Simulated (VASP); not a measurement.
Set up this calculation in VASP 6.6.1, as the native input.

| Quantity | Value |
| --- | --- |
| Task | single point |
| Functional | PBEsol |
| Potentials or basis | VASP PAW PBE potentials, release 64 (Si, W_sv) |
| Cutoff | 520 eV |
| k mesh | 20 × 20 × 20 |
| Occupations | gaussian, width 0.15 eV |
| Spin | no spin polarisation |
| Dipole correction | no |
| Further INCAR settings | ALGO = Normal; EDIFF = 1e-07; NBANDS = 18 |

The structure of Si2W lies in POSCAR:

```
Si2W
1.0
   -1.6813122702      1.6813122702      3.7124729512
    1.6813122702     -1.6813122702      3.7124729512
    1.6813122702      1.6813122702     -3.7124729512
Si W
2 1
Direct
    0.3344989450      0.3344989450      0.0000000000
    0.6655010550      0.6655010550      0.0000000000
    0.0000000000      0.0000000000      0.0000000000
```

This cell differs from its parent crystal: strain +0.050 along x and y, -0.050 along z.

These files were run (other wordings do the same):

INCAR

```
SYSTEM = Si2W
ALGO = Normal ; EDIFF = 1E-7
ENCUT = 520 ; GGA = PS
ISIF = 2 ; ISMEAR = 0
LASPH = .TRUE. ; LCHARG = .TRUE.
LELF = .TRUE. ; LREAL = .FALSE.
LVHAR = .TRUE. ; LWAVE = .FALSE.
NBANDS = 18 ; NELM = 100
PREC = Accurate ; SIGMA = 0.15
```

KPOINTS

```
k-points
0
G
  20 20 20
  0 0 0
```

Potentials or basis: VASP PAW PBE potentials, release 64 (Si, W_sv).

The run is started by

```sh
$ cat potpaw_PBE.64/Si/POTCAR potpaw_PBE.64/W_sv/POTCAR > POTCAR
$ mpirun -np 1 vasp_std > vasp.out
```

Results of the run:

```
Pressure               : -5.2 GPa
Largest force          : 0.137 eV/Å
Band gap on the k mesh : zero (band 11 reaches 11.56 eV, above the bottom of band 12 at 10.93 eV)
```

Caveat: the cell differs from its parent crystal (strain +0.050 along x and y, -0.050 along z); the PAW data sets were made with another functional, which shifts forces and pressure a little; spin-orbit coupling is left out, which moves the levels of the heavy elements.

Wall time 8.7 min on 1 thread of AMD EPYC 9R45 96-Core Processor (Zen 5), on a shared host, peak memory 0.53 GiB.
